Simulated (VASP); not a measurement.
Runs of VASP 6.6.1 on SiC. The structure is that of space group P6_3mc (No. 186), or close to it. The cells are those of the table. 

| task | cell | k mesh | smearing | gap on the mesh (eV) | pressure (GPa) | largest force (eV/Å) |
| --- | --- | --- | --- | --- | --- | --- |
| single point | a = 3.277, b = 3.277, c = 4.892 Å, angles 90.0, 90.0, 120.0°, 4 atoms | 12 × 12 × 6 | gaussian 0.02 eV | (a) | -13.1 | (c) |
| single point | a = 3.092, b = 3.092, c = 5.074 Å, angles 90.0, 90.0, 120.0°, 4 atoms | 12 × 12 × 6 | gaussian 0.02 eV | (b) | 0.0 | - |
| single point | a = 3.074, b = 3.074, c = 5.045 Å, angles 90.0, 90.0, 120.0°, 4 atoms | 6 × 6 × 4 | gaussian 0.1 eV | 2.27 | 3.9 | 0.01 |
| single point | a = 3.277, b = 3.277, c = 5.025 Å, angles 90.0, 90.0, 120.0°, 4 atoms | 12 × 12 × 6 | gaussian 0.02 eV | 1.90 | -18.0 | - |
| single point | a = 3.154, b = 3.154, c = 5.056 Å, angles 90.0, 90.0, 120.0°, 4 atoms | 12 × 12 × 6 | gaussian 0.02 eV | 2.44 | -7.2 | - |
| single point | a = 3.092, b = 3.092, c = 4.770 Å, angles 90.0, 90.0, 120.0°, 4 atoms | 12 × 12 × 6 | gaussian 0.02 eV | 1.97 | (d) | - |

Alike in all rows: level PBE; potentials or basis VASP PAW PBE potentials, release 64 (Si, C); no spin polarisation; cutoff (eV) 520.

Q: Estimate the missing entries.

A: (a) 1.77; (b) 2.30; (c) 0.49; (d) 14.6.

A k mesh can miss the band edges.
